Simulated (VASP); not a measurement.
**Cr2O3: single point with PBE+U**

The system is Cr2O3.

```
CELL_PARAMETERS angstrom
2.47550 1.42923 4.52187
-2.47550 1.42923 4.52187
0.00000 -2.85846 4.52187
ATOMIC_POSITIONS crystal
Cr 0.34766 0.34766 0.34766
Cr 0.15234 0.15234 0.15234
Cr 0.65234 0.65234 0.65234
Cr 0.84766 0.84766 0.84766
O 0.55510 0.94490 0.25000
O 0.25000 0.55510 0.94490
O 0.94490 0.25000 0.55510
O 0.44490 0.05510 0.75000
O 0.75000 0.44490 0.05510
O 0.05510 0.75000 0.44490
```

* Program: VASP 6.6.1
* Task: single point
* Functional: PBE
* Potentials or basis: VASP PAW PBE potentials, release 64 (Cr_pv, O)
* Cutoff: 520 eV
* k mesh: 4 × 4 × 4
* Occupations: tetrahedron
* Spin: collinear spin, ferromagnetic start
* Starting moments: [3.0, 3.0, 3.0, 3.0, 0.0, 0.0, 0.0, 0.0, 0.0, 0.0] μB
* Hubbard terms: Cr d U = 4.0 eV

- Pressure: 17.8 GPa
- Largest force: 0.579 eV/Å
- Band gap on the k mesh: 2.98 eV (least direct gap 3.07 eV)
- Net moment: 12.00 μB per cell
- Site moments: Cr +2.98; O -0.04 μB
- Valence electrons inside the program's atomic spheres: Cr 10.71; O 5.10

Forces in eV/Å, atoms in the order of the input:
```
Cr   0.000  0.000  0.579
Cr   0.000  0.000 -0.579
Cr   0.000  0.000 -0.579
Cr   0.000  0.000  0.579
O   -0.037  0.000  0.000
O    0.019 -0.032  0.000
O    0.019  0.032  0.000
O    0.037  0.000  0.000
O   -0.019  0.032  0.000
O   -0.019 -0.032  0.000
```

Stress tensor (GPa, compression positive):
```
18.02  0.00  0.00
 0.00 18.02  0.00
 0.00  0.00 17.48
```

Levels at points of the mesh, in eV from the valence-band top:
Spin up:
```tsv
k point	band 44	band 45	band 46	band 47	band 48	band 49	band 50	band 51	band 52	band 53
(0.00, 0.00, 0.00)	-0.95	-0.17	-0.07	-0.06	-0.06	3.16	3.16	3.16	3.16	4.77
(0.50, 0.00, 0.00)	-0.74	-0.52	-0.52	-0.21	-0.21	3.67	3.67	3.80	3.80	4.03
(0.50, 0.50, 0.00)	-0.74	-0.37	-0.30	-0.10	-0.09	2.98	3.21	3.27	3.65	3.98
(0.50, 0.50, 0.50)	-0.61	-0.43	-0.43	-0.43	-0.43	3.70	3.70	3.70	3.70	4.23
```
Spin down:
```
           k point  band 34  band 35  band 36  band 37  band 38  band 39
(0.00, 0.00, 0.00)    -1.17    -1.17    -1.11     3.73     4.13     4.13
(0.50, 0.00, 0.00)    -2.21    -1.32    -1.32     3.73     3.73     4.49
(0.50, 0.50, 0.00)    -2.00    -1.77    -1.33     3.65     3.90     4.04
(0.50, 0.50, 0.50)    -1.77    -1.77    -1.77     4.59     4.59     4.59
```

Eigenvalues of the final occupation matrices:
```
    site  spin  trace               eigenvalues
site 1 d     1   3.49  0.32 0.32 0.95 0.95 0.96
site 1 d     2   0.57  0.05 0.05 0.06 0.21 0.21
site 2 d     1   3.49  0.32 0.32 0.95 0.95 0.96
site 2 d     2   0.57  0.05 0.05 0.06 0.21 0.21
site 3 d     1   3.49  0.32 0.32 0.95 0.95 0.96
site 3 d     2   0.57  0.05 0.05 0.06 0.21 0.21
site 4 d     1   3.49  0.32 0.32 0.95 0.95 0.96
site 4 d     2   0.57  0.05 0.05 0.06 0.21 0.21
```

Wall time 2.3 min on 1 thread of Intel(R) Xeon(R) Platinum 8488C (Sapphire Rapids) (shared host), peak memory 0.33 GiB.

Caveat: the cell stands under pressure; the run started ferromagnetic, and an antiferromagnetic order may lie lower in energy. A k mesh can miss the band edges.
